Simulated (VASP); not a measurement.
CdS:

```
Cd S
1.0
     4.28939    0.00000    0.00000
    -2.14470    3.71472    0.00000
     0.00000    0.00000    5.84261
Cd S
1 1
Direct
  0.00000 0.00000 0.44269
  0.66667 0.33333 0.43431
```

Base run:

* Program: VASP 6.6.1
* Functional: PBEsol
* Potentials or basis: VASP PAW PBE potentials, release 64 (Cd, S)
* Cutoff: 520 eV
* k mesh: 7 × 7 × 5
* Occupations: fermi-dirac, width 0.05 eV
* Spin: no spin polarisation

Its results: band gap on the k mesh 1.38 eV; pressure -1.8 GPa; largest force 0.019 eV/Å.

**Question.** The run is repeated on the same cell with these changes: functional from PBEsol to LDA; potentials or basis from VASP PAW PBE potentials, release 64 (Cd, S) to VASP PAW LDA potentials, release 64 (Cd, S). What comes out?

**Answer.** Band gap on the k mesh 1.24 eV (least direct gap 1.25 eV); pressure -2.7 GPa; largest force 0.028 eV/Å.

Caveats: an odd mesh through Γ misses points on the zone boundary, where band edges can lie; the PAW data sets were made with another functional, which shifts forces and pressure a little (at least some runs).
